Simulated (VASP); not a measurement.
A run of VASP 6.6.1 is set up as follows.

The input INCAR:

```
SYSTEM = Te2Mo
PREC = Accurate ; ENCUT = 520
EDIFF = 1E-6 ; ISMEAR = -1
SIGMA = 0.02 ; LREAL = .FALSE.
LASPH = .TRUE. ; NELM = 80
ALGO = Normal ; ISIF = 2
LWAVE = .FALSE. ; LCHARG = .FALSE.
NBANDS = 35
```

KPOINTS

```
regular mesh
0
G
  6 10 1
  0 0 0
```

POSCAR

```
Te2Mo
1.0
    6.3616090156      0.0000000000      0.0000000000
    0.0000000000      3.4804030600      0.0000000000
   -0.0857412231      0.0000000000     36.1758904685
Te Mo
4 2
Direct
    0.0791521300      0.7500000000      0.4434726800
    0.9208478700      0.2500000000      0.5565273200
    0.5707489000      0.2500000000      0.4592964200
    0.4292511000      0.7500000000      0.5407035800
    0.8186524400      0.7500000000      0.5025346300
    0.1813475600      0.2500000000      0.4974653700
```

Potentials or basis: VASP PAW LDA potentials, release 64 (Te, Mo_sv).

Launch:

```console
$ cat potpaw_LDA.64/Te/POTCAR potpaw_LDA.64/Mo_sv/POTCAR > POTCAR
$ mpirun -np 1 vasp_std > vasp.out
```

**Question.** Estimate the band gap on the k mesh.

**Answer.** Zero (band 26 reaches -2.27 eV, above the bottom of band 27 at -2.44 eV).

**Question.** Predict the largest force.

**Answer.** 0.431 eV/Å.

Forces in eV/Å, atoms in the order of the input:
```
Te  -0.005  0.000  0.431
Te   0.005  0.000 -0.431
Te  -0.023  0.000  0.350
Te   0.023  0.000 -0.350
Mo   0.121  0.000  0.098
Mo  -0.121  0.000 -0.098
```

Caveat: spin-orbit coupling is left out, which moves the levels of the heavy elements.
